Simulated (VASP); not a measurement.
Set up this calculation in VASP 6.6.1, as the native input.

* Task: electric field gradients
* Functional: PBEsol
* Potentials or basis: VASP PAW PBE potentials, release 64 (Mg, O)
* Cutoff: 520 eV
* k mesh: 10 × 10 × 10
* Occupations: fermi-dirac, width 0.01 eV
* Spin: no spin polarisation
* Dipole correction: no
* Further INCAR settings: ALGO = Normal; EDIFF = 1e-08; NBANDS = 11

The structure of MgO lies in POSCAR:

```
MgO
1.0
    0.0000000000      2.1351500000      2.1351500000
    2.1351500000      0.0000000000      2.1351500000
    2.1351500000      2.1351500000      0.0000000000
Mg O
1 1
Direct
    0.0000000000      0.0000000000      0.0000000000
    0.5000000000      0.5000000000      0.5000000000
```

The input as run:

INCAR

```
SYSTEM = MgO
ALGO = Normal ; EDIFF = 1E-8
ENCUT = 520 ; GGA = PS
GGA_COMPAT = .False. ; ISIF = 2
ISMEAR = -1 ; LASPH = .True.
LCHARG = .False. ; LEFG = .True.
LREAL = .False. ; LWAVE = .False.
NBANDS = 11 ; NELM = 120
PREC = Accurate ; SIGMA = 0.01
```

KPOINTS

```
k-points
0
Gamma
  10 10 10
  0 0 0
```

Potentials or basis: VASP PAW PBE potentials, release 64 (Mg, O).

The run is started by

```console
$ cat potpaw_PBE.64/Mg/POTCAR potpaw_PBE.64/O/POTCAR > POTCAR
$ mpirun -np 1 vasp_std > vasp.out
```

It gave:

```json
{
  "Pressure": "-6.3 GPa",
  "Band gap on the k mesh": "4.25 eV, direct"
}
```

Caveat: without QUAD_EFG the Cq values of the log hold for a quadrupole moment of 1 mb, not for the nuclei; the PAW data sets were made with another functional, which shifts forces and pressure a little.

Wall time 16 s on 1 thread of AMD EPYC 7R13, with other jobs on the host, peak memory 0.11 GiB.
